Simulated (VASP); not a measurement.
Input of a VASP 6.6.1 run:

Contents of POSCAR:

```
HfC
1.0
    0.0000000000      2.3203429225      2.3203429225
    2.3203429225      0.0000000000      2.3203429225
    2.3203429225      2.3203429225      0.0000000000
Hf C
1 1
Direct
    0.5000000000      0.5000000000      0.5000000000
    0.0000000000      0.0000000000      0.0000000000
```

The input INCAR.step1:

```
  PREC = Accurate
  ENCUT = 520
  ISMEAR = 0
  SIGMA = 0.05
  LREAL = False
  LASPH = True
  NELM = 80
  NBANDS = 14
  GGA = PE
  ALGO = Normal
  EDIFF = 1E-4
  LWAVE = True
  LCHARG = False
```

File INCAR.step2:

```
  PREC = Accurate
  ENCUT = 520
  EDIFF = 1E-6
  ISMEAR = 0
  SIGMA = 0.05
  LREAL = False
  LASPH = True
  NELM = 80
  ALGO = Normal
  ISIF = 2
  LWAVE = False
  LCHARG = False
  METAGGA = R2SCAN
  LMIXTAU = True
  NBANDS = 14
  ISTART = 1
```

The input KPOINTS:

```
Automatic mesh
0
Gamma
  12 12 12
```

Potentials or basis: VASP PAW PBE potentials, release 64 (Hf_pv, C).

Command:

```bash
$ cat potpaw_PBE.64/Hf_pv/POTCAR potpaw_PBE.64/C/POTCAR > POTCAR
$ cp INCAR.step1 INCAR
$ mpirun -np 1 vasp_std > vasp.out
$ cp INCAR.step2 INCAR
$ mpirun -np 1 vasp_std > vasp.out
```

Q: Estimate the band gap on the k mesh.

A: Zero (band 7 reaches 6.95 eV, above the bottom of band 8 at 5.52 eV).

Q: What does it give for the pressure?

A: -1.1 GPa.

Caveat: the PAW data sets were made with another functional, which shifts forces and pressure a little; spin-orbit coupling is left out, which moves the levels of the heavy elements.
